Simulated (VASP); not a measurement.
Here is a VASP 6.6.1 calculation.

The input INCAR:

```
SYSTEM = Se
ALGO = Normal
EDIFF = 1E-6
EDIFFG = -0.04
ENCUT = 600
GGA = PE
IBRION = 2
ISIF = 3
ISMEAR = 0
LASPH = .True.
LCHARG = .False.
LREAL = .False.
LWAVE = .False.
NELM = 80
NSW = 90
PREC = Accurate
SIGMA = 0.1
```

Contents of KPOINTS:

```
k-points
0
Gamma
  6 6 4
  0 0 0
```

File POSCAR:

```
Se
1.0
    3.4466147851      0.0000000000      0.0000000000
   -1.7233073925      2.9848559609      0.0000000000
    0.0000000000      0.0000000000      5.5940383272
Se
2
Direct
    0.3333333333      0.6666666667      0.2500000000
    0.6666666667      0.3333333333      0.7500000000
```

Potentials or basis: VASP PAW PBE potentials, release 64 (Se).

Run with:

```sh
$ cat potpaw_PBE.64/Se/POTCAR > POTCAR
$ mpirun -np 1 vasp_std > vasp.out
```

Question: What does it give for the space group after relaxing (to 0.1 Å)?

Answer: P6_3/mmc (No. 194).

Question: What does it give for the relaxed cell?

Answer: a = 3.608 Å, b = 3.608 Å, c = 3.906 Å, α = 90.00°, β = 90.00°, γ = 120.00°.

Question: Predict the band gap on the k mesh.

Answer: Zero (bands 6 and 7 overlap by 2.66 eV).

Stress tensor (GPa, compression positive):
```
-0.27  0.00  0.00
 0.00 -0.27  0.00
 0.00  0.00  0.14
```
